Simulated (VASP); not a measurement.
# CaO (Fm-3m) in VASP: notebook

CaO is run at these levels: PBE-based screened hybrid with 50 % exact exchange, PBE-based screened hybrid with 40 % exact exchange, PBE-based screened hybrid with 30 % exact exchange, HSE06; tasks: single point.

All numbers are computed with VASP 6.6.1; they aren't measurements. Logs are shortened: lines on timing, memory, paths and dates and some standing lists are left out, and cuts for length are marked.

**1. The cell of the first run**

The structure is cubic, space group Fm-3m (No. 225). Conventional cell: a = 4.795 Å, b = 4.795 Å, c = 4.795 Å, α = 90.00°, β = 90.00°, γ = 90.00°. Within 3.2 Å of Ca (site symmetry m-3m) lie 6 O at 2.40 Å. Within 3.2 Å of O (site symmetry m-3m) lie 6 Ca at 2.40 Å.

**2. Single point, PBE-based screened hybrid with 50 % exact exchange**

POSCAR reads:

```
CaO
1.0
    0.0000000000      2.3975473901      2.3975473901
    2.3975473901      0.0000000000      2.3975473901
    2.3975473901      2.3975473901      0.0000000000
Ca O
1 1
Direct
    0.0000000000      0.0000000000      0.0000000000
    0.5000000000      0.5000000000      0.5000000000
```

INCAR.step1 reads:

```
SYSTEM = CaO
PREC = Accurate ; ENCUT = 520
EDIFF = 1E-5 ; ISMEAR = 0
SIGMA = 0.01 ; LREAL = .FALSE.
LASPH = .TRUE. ; NELM = 100
ALGO = Normal ; ISIF = 2
LWAVE = .TRUE. ; LCHARG = .FALSE.
GGA = PE ; NBANDS = 15
```

INCAR.step2 reads:

```
SYSTEM = CaO
PREC = Accurate ; ENCUT = 520
EDIFF = 1E-7 ; ISMEAR = 0
SIGMA = 0.01 ; LREAL = .FALSE.
LASPH = .TRUE. ; NELM = 100
ALGO = Normal ; ISIF = 2
LWAVE = .FALSE. ; LCHARG = .FALSE.
GGA = PE ; LHFCALC = .TRUE.
AEXX = 0.5 ; HFSCREEN = 0.2078
PRECFOCK = Normal ; ISTART = 1
NBANDS = 15
```

KPOINTS reads:

```
regular mesh
0
G
  4 4 4
  0 0 0
```

Potentials or basis: VASP PAW PBE potentials, release 64 (Ca_sv, O).

Launch:

```
cat potpaw_PBE.64/Ca_sv/POTCAR potpaw_PBE.64/O/POTCAR > POTCAR
cp INCAR.step1 INCAR
mpirun -np 1 vasp_std > vasp.out
cp INCAR.step2 INCAR
mpirun -np 1 vasp_std > vasp.out
```

OUTCAR:

```text
SYSTEM = CaO
   PREC = Accurate
   ENCUT = 520
   EDIFF = 1E-7
   ISMEAR = 0
   LREAL = .FALSE.
   LASPH = .TRUE.
   NELM = 100
   ISIF = 2
   GGA = PE
   LHFCALC = .TRUE.
   AEXX = 0.5
   HFSCREEN = 0.2078
   PRECFOCK = Normal
   ISTART = 1

 ion  position               nearest neighbor table
   1  0.000  0.000  0.000-   2 2.40   2 2.40   2 2.40   2 2.40   2 2.40   2 2.40
   2  0.500  0.500  0.500-   1 2.40   1 2.40   1 2.40   1 2.40   1 2.40   1 2.40

  LATTYP: Found a face centered cubic cell.
 ALAT       =     4.7950947802

  Lattice vectors:

 A1 = (   0.0000000000,   2.3975473901,   2.3975473901)
 A2 = (   2.3975473901,   0.0000000000,   2.3975473901)
 A3 = (   2.3975473901,   2.3975473901,   0.0000000000)

Analysis of symmetry for initial positions (statically):
=====================================================================
 Subroutine PRICEL returns:
 Original cell was already a primitive cell.

 Routine SETGRP: Setting up the symmetry group for a
 face centered cubic supercell.

 Subroutine GETGRP returns: Found 48 space group operations
 (whereof 48 operations were pure point group operations)
 out of a pool of 48 trial point group operations.

The static configuration has the point symmetry O_h .

Analysis of symmetry for dynamics (positions and initial velocities):
=====================================================================
 Subroutine PRICEL returns:
 Original cell was already a primitive cell.

 Routine SETGRP: Setting up the symmetry group for a
 face centered cubic supercell.

 Subroutine GETGRP returns: Found 48 space group operations
 (whereof 48 operations were pure point group operations)
 out of a pool of 48 trial point group operations.

The dynamic configuration has the point symmetry O_h .

 Subroutine INISYM returns: Found 48 space group operations
 (whereof 48 operations are pure point group operations),
 and found     1 'primitive' translations

----------------------------------------------------------------------------------------

                                     Primitive cell

  volume of cell :      27.5633

  direct lattice vectors                    reciprocal lattice vectors
     0.000000000  2.397547390  2.397547390    -0.208546451  0.208546451  0.208546451
     2.397547390  0.000000000  2.397547390     0.208546451 -0.208546451  0.208546451
     2.397547390  2.397547390  0.000000000     0.208546451  0.208546451 -0.208546451

  length of vectors
     3.390644036  3.390644036  3.390644036     0.361213049  0.361213049  0.361213049

[... 84 lines left out ...]
  volume/ion in A,a.u.               =      13.78        93.00
  Fermi-wavevector in a.u.,A,eV,Ry     =   1.365644  2.580694 25.374656  1.864985
  Thomas-Fermi vector in A             =   2.491855
   LORBIT       =      0    0 simple, 1 ext, 2 COOP (PROOUT), +10 PAW based schemes
   GGA     = PE    functional components
   LHFCALC =     T    Hartree Fock is set to
   PRECFOCK=normal    Normal, Fast or Accurate (Low or Medium for compatibility)
   ENCUT4O =  -1.0   cutoff for four orbital integrals eV
   NKREDX  =     1    reduce k-point grid by
   NKREDY  =     1    reduce k-point grid by
   NKREDZ  =     1    reduce k-point grid by
   AEXX    =    0.5000 exact exchange contribution
   HFSCREEN=    0.2078 screening length (either q_TF or 0.3 A-1)
   HFSCREENC=   0.2078 screening length for correlation (either q_TF or 0.3 A-1)
   ENCUTFOCK=  -1.0 apply spherical cutoff to Coloumb kernel
   IVDW    =     0    specifies the selected vdW correction
   LEPSILON=     F    determine dielectric tensor
   LRPA    =     F    only Hartree local field effects (RPA)
 non-spin polarized calculation
 Gauss-broadening in eV      SIGMA  =   0.01
  energy-cutoff  :      520.00
  volume of cell :       27.56
 maximum number of plane-waves:       754
 NGX is ok and might be reduce to    28
  NGX = 20; NGY = 20; NGZ = 20

 number of electron      15.9999997 magnetization

 Free energy of the ion-electron system (eV)
  ---------------------------------------------------
  ext. energy  EPLUGINS =         0.00000000
  ---------------------------------------------------
  free energy    TOTEN  =       -17.07610025 eV

  energy without entropy =      -17.07610025  energy(sigma->0) =      -17.07610025

 E-fermi :   0.2669     XC(G=0):  -6.7836

 val. band max:        0.1699815718   @ k =   0.0000   0.0000   0.0000
 cond. band min:       7.2310217847   @ k =   0.5000   0.5000   0.0000
 fundamental gap:      7.0610402129
 Fermi energy:         0.2668603905

 k-point     1 :       0.0000    0.0000    0.0000
  band No.  band energies     occupation
      1     -42.4008      2.00000
      2     -20.2140      2.00000
      3     -20.2140      2.00000
      4     -20.2140      2.00000
      5     -18.3434      2.00000
      6       0.1700      2.00000
      7       0.1700      2.00000
      8       0.1700      2.00000
      9       8.0852      0.00000
     10      10.4339      0.00000
     11      10.4339      0.00000
     12      10.4339      0.00000
     13      12.2262      0.00000
     14      12.2262      0.00000
[... 113 lines left out ...]
      2     -20.8573      2.00000
      3     -20.6849      2.00000
      4     -20.6849      2.00000
      5     -17.4371      2.00000
      6      -1.2912      2.00000
      7      -1.0327      2.00000
      8      -1.0327      2.00000
      9      10.3359      0.00000
     10      10.3359      0.00000
     11      13.0830      0.00000
     12      14.6782      0.00000
     13      15.0264      0.00000
     14      18.1236      0.00000
     15      18.9047      0.00000

------------------------ aborting loop because EDIFF is reached ----------------------------------------

  FORCE on cell =-STRESS in cart. coord.  units (eV):
  Direction    XX          YY          ZZ          XY          YZ          ZX
  --------------------------------------------------------------------------------------
  -------------------------------------------------------------------------------------
  Total       -0.1975365     -0.1975365     -0.1975365     -0.0000000     -0.0000000     -0.0000000
  in kB      -11.4822340    -11.4822340    -11.4822340     -0.0000000     -0.0000000     -0.0000000
  external PRESSURE =     -11.4822340 kB  Pullay stress =       0.0000000 kB

 VOLUME and BASIS-vectors are now :
 -----------------------------------------------------------------------------
  energy-cutoff  :      520.00
  volume of cell :       27.56
      direct lattice vectors                 reciprocal lattice vectors
     0.000000000  2.397547390  2.397547390    -0.208546451  0.208546451  0.208546451
     2.397547390  0.000000000  2.397547390     0.208546451 -0.208546451  0.208546451
     2.397547390  2.397547390  0.000000000     0.208546451  0.208546451 -0.208546451

 POSITION                                       TOTAL-FORCE (eV/Angst)
 -----------------------------------------------------------------------------------
      0.00000      0.00000      0.00000        -0.000000     -0.000000      0.000000
      2.39755      2.39755      2.39755         0.000000      0.000000     -0.000000
 -----------------------------------------------------------------------------------
    total drift:                                0.000000      0.000000      0.000000

  FREE ENERGIE OF THE ION-ELECTRON SYSTEM (eV)
  ---------------------------------------------------
  free  energy   TOTEN  =       -17.0761002493 eV

  energy  without entropy=      -17.0761002493  energy(sigma->0) =      -17.07610025
```

OSZICAR.step1:

```text
N       E                     dE             d eps       ncg     rms          rms(c)
DAV:   1     0.119804646103E+03    0.11980E+03   -0.84823E+03   240   0.109E+03
DAV:   2    -0.985085588637E+01   -0.12966E+03   -0.12221E+03   303   0.277E+02
DAV:   3    -0.144033461468E+02   -0.45525E+01   -0.45258E+01   282   0.555E+01
DAV:   4    -0.145078674053E+02   -0.10452E+00   -0.10450E+00   329   0.796E+00
DAV:   5    -0.145097903980E+02   -0.19230E-02   -0.19227E-02   268   0.972E-01    0.857E+00
DAV:   6    -0.128651936146E+02    0.16446E+01   -0.50291E+00   255   0.217E+01    0.352E+00
DAV:   7    -0.127971083789E+02    0.68085E-01   -0.40817E-01   275   0.653E+00    0.181E+00
DAV:   8    -0.127948169727E+02    0.22914E-02   -0.77754E-02   303   0.298E+00    0.467E-01
DAV:   9    -0.127928143924E+02    0.20026E-02   -0.50904E-03   254   0.614E-01    0.110E-01
DAV:  10    -0.127934368592E+02   -0.62247E-03   -0.69437E-04   289   0.237E-01    0.383E-02
DAV:  11    -0.127934174994E+02    0.19360E-04   -0.49388E-05   318   0.795E-02    0.625E-03
DAV:  12    -0.127934168019E+02    0.69749E-06   -0.59150E-06   206   0.227E-02
   1 F= -.12793417E+02 E0= -.12793417E+02  d E =-.191771E-20
```

Run time: 2.3 min. Hardware: 1 thread of Intel Xeon Platinum 8481C at 2.70GHz (Sapphire Rapids), shared host; peak memory 0.26 GiB.

Results:

| Quantity | Value |
| --- | --- |
| Free energy | -17.0761 eV |
| Pressure | -1.1 GPa |
| Band gap on the k mesh | 7.06 eV (least direct gap 7.52 eV) |

Caveat: the k points lie up to 0.57 Å⁻¹ apart; the PAW data sets were made with another functional, which shifts forces and pressure a little.

**3. Single point, PBE-based screened hybrid with 40 % exact exchange**

POSCAR is that of step 2.

INCAR.step1 reads:

```
  PREC = Accurate
  ENCUT = 520
  EDIFF = 1E-5
  ISMEAR = 0
  SIGMA = 0.01
  LREAL = False
  LASPH = True
  NELM = 60
  ALGO = Normal
  ISIF = 2
  LWAVE = True
  LCHARG = False
  GGA = PE
  NBANDS = 15
```

INCAR.step2 reads:

```
  PREC = Accurate
  ENCUT = 520
  EDIFF = 1E-6
  ISMEAR = 0
  SIGMA = 0.01
  LREAL = False
  LASPH = True
  NELM = 60
  ALGO = Normal
  ISIF = 2
  LWAVE = False
  LCHARG = False
  GGA = PE
  LHFCALC = True
  AEXX = 0.4
  HFSCREEN = 0.1
  PRECFOCK = Normal
  ISTART = 1
  NBANDS = 15
```

KPOINTS reads:

```
regular mesh
0
Gamma
  4 4 4
```

Potentials or basis: VASP PAW PBE potentials, release 64 (Ca_sv, O).

Launch:

```
cat potpaw_PBE.64/Ca_sv/POTCAR potpaw_PBE.64/O/POTCAR > POTCAR
cp INCAR.step1 INCAR
mpirun -np 1 vasp_std > vasp.out
cp INCAR.step2 INCAR
mpirun -np 1 vasp_std > vasp.out
```

It took 2.1 min on 1 thread of Intel Xeon Platinum 8481C at 2.70GHz (Sapphire Rapids), shared host; peak memory 0.26 GiB.

It converged, with:

| Quantity | Value |
| --- | --- |
| Free energy | -16.6796 eV |
| Pressure | -0.6 GPa |
| Band gap on the k mesh | 6.96 eV (least direct gap 7.41 eV) |

Levels at points of the mesh, in eV from the valence-band top:
| k point | band 5 | band 6 | band 7 | band 8 | band 9 | band 10 | band 11 | band 12 |
| --- | --- | --- | --- | --- | --- | --- | --- | --- |
| (0.00, 0.00, 0.00) | -17.96 | 0.00 | 0.00 | 0.00 | 7.85 | 10.08 | 10.08 | 10.08 |
| (0.50, 0.00, 0.00) | -16.37 | -2.95 | -1.31 | -1.31 | 10.95 | 11.71 | 12.69 | 12.69 |
| (0.50, 0.50, 0.00) | -17.68 | -1.53 | -0.45 | -0.45 | 6.96 | 12.16 | 13.25 | 14.15 |

Caveat: the k points lie up to 0.57 Å⁻¹ apart; the PAW data sets were made with another functional, which shifts forces and pressure a little.

**4. Single point, PBE-based screened hybrid with 30 % exact exchange**

POSCAR is that of step 3.

INCAR.step1 reads:

```
ALGO = Normal ; EDIFF = 1E-5
ENCUT = 520 ; GGA = PE
ISIF = 2 ; ISMEAR = 0
LASPH = True ; LCHARG = False
LREAL = False ; LWAVE = True
NBANDS = 15 ; NELM = 60
PREC = Accurate ; SIGMA = 0.01
```

INCAR.step2 reads:

```
AEXX = 0.3 ; ALGO = Normal
EDIFF = 1E-6 ; ENCUT = 520
GGA = PE ; HFSCREEN = 0.1
ISIF = 2 ; ISMEAR = 0
ISTART = 1 ; LASPH = True
LCHARG = False ; LHFCALC = True
LREAL = False ; LWAVE = False
NBANDS = 15 ; NELM = 60
PREC = Accurate ; PRECFOCK = Normal
SIGMA = 0.01
```

KPOINTS reads:

```
k-points
0
Gamma
  4 4 4
```

Potentials or basis: VASP PAW PBE potentials, release 64 (Ca_sv, O).

Launch:

```
cat potpaw_PBE.64/Ca_sv/POTCAR potpaw_PBE.64/O/POTCAR > POTCAR
cp INCAR.step1 INCAR
mpirun -np 1 vasp_std > vasp.out
cp INCAR.step2 INCAR
mpirun -np 1 vasp_std > vasp.out
```

OUTCAR:

```text
AEXX = 0.3
   EDIFF = 1E-6
   ENCUT = 520
   GGA = PE
   HFSCREEN = 0.1
   ISIF = 2
   ISMEAR = 0
   ISTART = 1
   LASPH = True
   LHFCALC = True
   LREAL = False
   NELM = 60
   PREC = Accurate
   PRECFOCK = Normal

 ion  position               nearest neighbor table
   1  0.000  0.000  0.000-   2 2.40   2 2.40   2 2.40   2 2.40   2 2.40   2 2.40
   2  0.500  0.500  0.500-   1 2.40   1 2.40   1 2.40   1 2.40   1 2.40   1 2.40

  LATTYP: Found a face centered cubic cell.
[... 323 lines left out ...]
     15      18.2185      0.00000

------------------------ aborting loop because EDIFF is reached ----------------------------------------

  FORCE on cell =-STRESS in cart. coord.  units (eV):
  Direction    XX          YY          ZZ          XY          YZ          ZX
  --------------------------------------------------------------------------------------
  -------------------------------------------------------------------------------------
  Total        0.0571536      0.0571536      0.0571536     -0.0000000     -0.0000000      0.0000000
  in kB        3.3221730      3.3221730      3.3221730     -0.0000000     -0.0000000      0.0000000
  external PRESSURE =       3.3221730 kB  Pullay stress =       0.0000000 kB

 VOLUME and BASIS-vectors are now :
 -----------------------------------------------------------------------------
  energy-cutoff  :      520.00
  volume of cell :       27.56
      direct lattice vectors                 reciprocal lattice vectors
     0.000000000  2.397547390  2.397547390    -0.208546451  0.208546451  0.208546451
     2.397547390  0.000000000  2.397547390     0.208546451 -0.208546451  0.208546451
     2.397547390  2.397547390  0.000000000     0.208546451  0.208546451 -0.208546451

 POSITION                                       TOTAL-FORCE (eV/Angst)
 -----------------------------------------------------------------------------------
      0.00000      0.00000      0.00000        -0.000000      0.000000     -0.000000
      2.39755      2.39755      2.39755         0.000000      0.000000      0.000000
 -----------------------------------------------------------------------------------
    total drift:                               -0.000000     -0.000000     -0.000001

  FREE ENERGIE OF THE ION-ELECTRON SYSTEM (eV)
  ---------------------------------------------------
  free  energy   TOTEN  =       -15.6786880664 eV

  energy  without entropy=      -15.6786880664  energy(sigma->0) =      -15.67868807
```

OSZICAR.step1:

```text
N       E                     dE             d eps       ncg     rms          rms(c)
DAV:   1     0.119804646103E+03    0.11980E+03   -0.84823E+03   240   0.109E+03
DAV:   2    -0.985085588637E+01   -0.12966E+03   -0.12221E+03   303   0.277E+02
DAV:   3    -0.144033461468E+02   -0.45525E+01   -0.45258E+01   282   0.555E+01
DAV:   4    -0.145078674053E+02   -0.10452E+00   -0.10450E+00   329   0.796E+00
DAV:   5    -0.145097903980E+02   -0.19230E-02   -0.19227E-02   268   0.972E-01    0.857E+00
DAV:   6    -0.128651936146E+02    0.16446E+01   -0.50291E+00   255   0.217E+01    0.352E+00
DAV:   7    -0.127971083789E+02    0.68085E-01   -0.40817E-01   275   0.653E+00    0.181E+00
DAV:   8    -0.127948169727E+02    0.22914E-02   -0.77754E-02   303   0.298E+00    0.467E-01
DAV:   9    -0.127928143924E+02    0.20026E-02   -0.50904E-03   254   0.614E-01    0.110E-01
DAV:  10    -0.127934368592E+02   -0.62247E-03   -0.69437E-04   289   0.237E-01    0.383E-02
DAV:  11    -0.127934174994E+02    0.19360E-04   -0.49388E-05   318   0.795E-02    0.625E-03
DAV:  12    -0.127934168019E+02    0.69749E-06   -0.59150E-06   206   0.227E-02
   1 F= -.12793417E+02 E0= -.12793417E+02  d E =-.191771E-20
```

It took 2 min on 1 thread of Intel Xeon Platinum 8481C at 2.70GHz (Sapphire Rapids), shared host; peak memory 0.26 GiB.

Results:

| Quantity | Value |
| --- | --- |
| Free energy | -15.6787 eV |
| Pressure | 0.3 GPa |
| Band gap on the k mesh | 6.10 eV (least direct gap 6.54 eV) |

Levels at points of the mesh, in eV from the valence-band top:
```
           k point  band 6  band 7  band 8  band 9  band 10  band 11
(0.00, 0.00, 0.00)    0.00    0.00    0.00    7.05     9.09     9.09
(0.50, 0.00, 0.00)   -2.89   -1.29   -1.29    9.96    10.89    11.59
(0.50, 0.50, 0.00)   -1.48   -0.43   -0.43    6.10    11.12    12.13
```

Caveat: the k points lie up to 0.57 Å⁻¹ apart; the PAW data sets were made with another functional, which shifts forces and pressure a little. A k mesh can miss the band edges.

**5. Single point, HSE06**

POSCAR is that of step 4.

INCAR.step1 reads:

```
SYSTEM = CaO
  PREC = Accurate
  ENCUT = 520
  EDIFF = 1E-5
  ISMEAR = 0
  SIGMA = 0.05
  LREAL = .False.
  LASPH = .True.
  NELM = 60
  ALGO = Normal
  ISIF = 2
  LWAVE = .True.
  NBANDS = 15
  GGA = PE
```

INCAR.step2 reads:

```
SYSTEM = CaO
  PREC = Accurate
  ENCUT = 520
  EDIFF = 1E-6
  ISMEAR = 0
  SIGMA = 0.05
  LREAL = .False.
  LASPH = .True.
  NELM = 60
  ALGO = Normal
  ISIF = 2
  LWAVE = .False.
  LCHARG = .True.
  GGA = PE
  LHFCALC = .True.
  HFSCREEN = 0.2079
  PRECFOCK = Normal
  LELF = .True.
  LVHAR = .True.
  NBANDS = 15
  ISTART = 1
```

KPOINTS reads:

```
regular mesh
0
Gamma
  4 4 4
  0 0 0
```

Launch:

```
cat potpaw_PBE.64/Ca_sv/POTCAR potpaw_PBE.64/O/POTCAR > POTCAR
cp INCAR.step1 INCAR
mpirun -np 1 vasp_std > vasp.out
cp INCAR.step2 INCAR
mpirun -np 1 vasp_std > vasp.out
```

Run time: 1.8 min. Hardware: 1 thread of Intel Xeon Platinum 8481C at 2.70GHz (Sapphire Rapids), shared host; peak memory 0.26 GiB.

Results (log left out):

```yaml
Free_energy: -14.8751 eV
Pressure: 1.0 GPa
Band_gap_on_the_k_mesh: 5.29 eV (least direct gap 5.72 eV)
```

Levels at points of the mesh, in eV from the valence-band top:
```tsv
k point	band 5	band 6	band 7	band 8	band 9	band 10	band 11	band 12
(0.00, 0.00, 0.00)	-17.05	0.00	0.00	0.00	6.29	8.21	8.21	8.21
(0.50, 0.00, 0.00)	-15.61	-2.83	-1.27	-1.27	9.07	10.12	10.64	10.64
(0.50, 0.50, 0.00)	-16.79	-1.44	-0.42	-0.42	5.29	10.20	11.18	11.98
```

Caveat: the k points lie up to 0.57 Å⁻¹ apart; the PAW data sets were made with another functional, which shifts forces and pressure a little. A k mesh can miss the band edges.

**6. Summary**

```csv
level,smearing,share of exact exchange,screening parameter,gap on the mesh (eV),pressure (GPa)
PBE-based screened hybrid with 50 % exact exchange,gaussian 0.01 eV,0.5,0.2078 1/Å,7.06,-1.1
PBE-based screened hybrid with 40 % exact exchange,gaussian 0.01 eV,0.4,0.1 1/Å,6.96,-0.6
PBE-based screened hybrid with 30 % exact exchange,gaussian 0.01 eV,0.3,0.1 1/Å,6.10,0.3
HSE06,gaussian 0.05 eV,0.25,0.2079 1/Å,5.29,1.0
```

Alike in all rows: task single point; potentials or basis VASP PAW PBE potentials, release 64 (Ca_sv, O); no spin polarisation; cell as given; k mesh 4 × 4 × 4; cutoff (eV) 520.

Caveats: all runs use coarse meshes; the PAW data sets were made with another functional, which shifts forces and pressure a little.

Absolute energies hang on the potentials; compare differences alone.
